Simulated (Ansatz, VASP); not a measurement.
## One calculation of Mo, two programs

```
Mo
1.0
    -1.57642    1.57642    1.57642
     1.57642   -1.57642    1.57642
     1.57642    1.57642   -1.57642
Mo
1
Cartesian
  0.0000 0.0000 0.0000
```

Alike in both runs: task single point; functional r2SCAN; k mesh 14 × 14 × 14; occupations methfessel-paxton of order 1, width 0.03 eV; no spin polarisation.

|  | VASP | Ansatz |
| --- | --- | --- |
| version | VASP 6.6.1 | Ansatz 0.2.0 |
| potentials or method | VASP PAW PBE potentials, release 64 (Mo_sv), cutoff 520 eV | plane waves (500 eV) with PAW, scalar-relativistic |
| valence electrons in the cell | 14 | 14 |

```csv
,VASP,Ansatz,Ansatz less VASP
pressure (GPa),1.3,0.1,-1.15
```

VASP's potentials were made for PBE, not for r2SCAN. With one functional, cell and mesh, what is left measures potentials, basis and numerics.
